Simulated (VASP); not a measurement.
Ni:

```
Ni
1.0
     0.00000    1.77010    1.77010
     1.77010    0.00000    1.77010
     1.77010    1.77010    0.00000
Ni
1
Direct
  0.00000 0.00000 0.00000
```

Base run:

```yaml
Program: VASP 6.6.1
Functional: PBE
Potentials_or_basis: VASP PAW PBE potentials, release 64 (Ni)
Cutoff: 520 eV
k_mesh: 12 × 12 × 12
Occupations: fermi-dirac, width 0.1 eV
Spin: collinear spin, ferromagnetic start
Starting_moments: "[2.0] μB"
```

Its results: pressure -3.0 GPa; net moment 0.64 μB per cell; site moments Ni +0.65 μB.

The run is repeated on the same cell with these changes: occupations from fermi-dirac, width 0.1 eV to tetrahedron. What comes out?

Pressure -3.7 GPa; net moment 0.61 μB per cell; site moments Ni +0.62 μB.

Caveats: tetrahedron occupations give inexact forces and stress in metals (some runs).
